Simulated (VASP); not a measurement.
Runs of VASP 6.6.1 on AgCl. The structure is that of space group Fm-3m (No. 225), or close to it. The cells are those of the table. 

```tsv
task	level	potentials or basis	spin	cell	cutoff (eV)	smearing	gap on the mesh (eV)	pressure (GPa)	relaxed volume (Å³/atom)
single point	PBE	VASP PAW PBE potentials, release 64 (Ag, Cl)	non-collinear, zero start, SOC	a = 3.922 Å, angles 60.0°, 2 atoms	520	fermi-dirac 0.02 eV	-	1.4	-
single point	PBE	VASP PAW PBE potentials, release 64 (Ag, Cl)	off	a = 3.968 Å, angles 60.0°, 2 atoms	520	fermi-dirac 0.02 eV	0.92	-0.1	-
single point	LDA	VASP PAW LDA potentials, release 64 (Ag, Cl)	off	a = 3.786 Å, angles 60.0°, 2 atoms	520	fermi-dirac 0.02 eV	0.66	0.0	-
single point	r2SCAN	VASP PAW PBE potentials, release 64 (Ag, Cl)	off	a = 3.922 Å, angles 60.0°, 2 atoms	520	gaussian 0.01 eV	1.42	-0.1	-
relaxation of cell and atoms	PBEsol	VASP PAW PBE potentials, release 64 (Ag, Cl)	off	relaxed from a = 3.968 Å, angles 60.0°, 2 atoms	600	fermi-dirac 0.02 eV	0.72	0.0	(d)
single point	PBEsol	VASP PAW PBE potentials, release 64 (Ag, Cl)	off	a = 3.852 Å, angles 60.0°, 2 atoms	520	fermi-dirac 0.02 eV	0.72	-0.1	-
relaxation of cell and atoms	LDA	VASP PAW LDA potentials, release 64 (Ag, Cl)	off	relaxed from a = 3.968 Å, angles 60.0°, 2 atoms	600	fermi-dirac 0.02 eV	0.65	0.0	(c)
single point	PBE	VASP PAW PBE potentials, release 64 (Ag, Cl)	off	a = 3.922 Å, angles 60.0°, 2 atoms	520	fermi-dirac 0.02 eV	0.91	1.5	-
single point	LDA	VASP PAW LDA potentials, release 64 (Ag, Cl)	off	a = 3.922 Å, angles 60.0°, 2 atoms	520	gaussian 0.01 eV	(a)	-5.6	-
relaxation of cell and atoms	r2SCAN	VASP PAW PBE potentials, release 64 (Ag, Cl)	off	relaxed from a = 3.968 Å, angles 60.0°, 2 atoms	600	fermi-dirac 0.02 eV	1.42	0.0	21.31
single point	r2SCAN	VASP PAW PBE potentials, release 64 (Ag, Cl)	off	a = 3.922 Å, angles 60.0°, 2 atoms	520	fermi-dirac 0.02 eV	1.42	-0.1	-
relaxation of cell and atoms	PBE	VASP PAW PBE potentials, release 64 (Ag, Cl)	off	relaxed from a = 3.921 Å, angles 60.0°, 2 atoms	600	fermi-dirac 0.02 eV	0.92	0.0	(b)
```

Alike in all rows: k mesh 8 × 8 × 8.

**Question.** Estimate the missing entries.

**Answer.** (a) 0.64; (b) 22.03; (c) 19.21; (d) 20.20.

Caveats: the PAW data sets were made with another functional, which shifts forces and pressure a little (some runs).

A k mesh can miss the band edges, and rows without SOC leave out spin-orbit coupling on Ag.
